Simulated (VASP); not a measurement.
Write the native input for VASP 6.6.1 that does the following.

| Item | Value |
| --- | --- |
| Task | single point |
| Functional | PBE |
| Potentials or basis | VASP PAW PBE potentials, release 64 (Y_sv, Be) |
| Cutoff | 520 eV |
| k mesh | 4 × 4 × 4 |
| Occupations | gaussian, width 0.1 eV |
| Spin | no spin polarisation |
| Dipole correction | no |
| Further INCAR settings | ALGO = Normal; EDIFF = 1e-07; NBANDS = 43 |

The structure of Y6Be lies in POSCAR:

```
Y6Be
1.0
    8.3268216199      0.0000000000      0.0000000000
    0.0000000000      8.3268216199      0.0000000000
    0.0000000000      0.0000000000      8.3268216199
Y Be
6 1
Direct
    0.2195132226      0.5000000000      0.5000000000
    0.5000000000      0.2195132226      0.5000000000
    0.7804867774      0.5000000000      0.5000000000
    0.5000000000      0.7804867774      0.5000000000
    0.5000000000      0.5000000000      0.2195132226
    0.5000000000      0.5000000000      0.7804867774
    0.0000000000      0.0000000000      0.0000000000
```

These files were run (other wordings do the same):

INCAR

```
  PREC = Accurate
  ENCUT = 520
  EDIFF = 1E-7
  ISMEAR = 0
  SIGMA = 0.1
  LREAL = F
  LASPH = T
  NELM = 100
  ALGO = Normal
  ISIF = 2
  LWAVE = F
  LCHARG = T
  GGA = PE
  LELF = T
  LVHAR = T
  NBANDS = 43
```

KPOINTS

```
Automatic mesh
0
Gamma
  4 4 4
```

Potentials or basis: VASP PAW PBE potentials, release 64 (Y_sv, Be).

Launch:

```console
$ cat potpaw_PBE.64/Y_sv/POTCAR potpaw_PBE.64/Be/POTCAR > POTCAR
$ mpirun -np 1 vasp_std > vasp.out
```

It gave:

- Pressure: 0.1 GPa
- Largest force: 0.013 eV/Å
- Band gap on the k mesh: zero (band 34 reaches -0.56 eV, above the bottom of band 35 at -0.65 eV)

It took 11 min on 1 thread of Intel(R) Xeon(R) Platinum 8175M CPU @ 2.50GHz (Skylake/Cascade Lake) (shared host), peak memory 0.67 GiB.
